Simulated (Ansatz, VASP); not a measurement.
## BN in VASP and in Ansatz

```
B N
1.0
     0.00000    1.82270    1.82270
     1.82270    0.00000    1.82270
     1.82270    1.82270    0.00000
B N
1 1
Direct
  0.00000 0.00000 0.00000
  0.25000 0.25000 0.25000
```

Alike in both runs: task single point; functional r2SCAN; k mesh 10 × 10 × 10; no spin polarisation.

|  | VASP | Ansatz |
| --- | --- | --- |
| version | VASP 6.6.1 | Ansatz 0.2.0 |
| potentials or method | VASP PAW PBE potentials, release 64 (B, N) | plane waves, PAW |
| plane-wave cutoff (eV) | 520 | 500 |
| occupations | gaussian, width 0.01 eV | fixed |
| valence electrons in the cell | 8 | 8 |

VASP gave:

| Item | Value |
| --- | --- |
| gap on the k mesh at the Fermi level (eV) | 4.94 |
| pressure (GPa) | -9.9 |

**Question.** Estimate Ansatz's values.

**Answer.** gap on the k mesh at the Fermi level (eV): 4.96; pressure (GPa): -10.9.

VASP's potentials were made for PBE, not for r2SCAN.
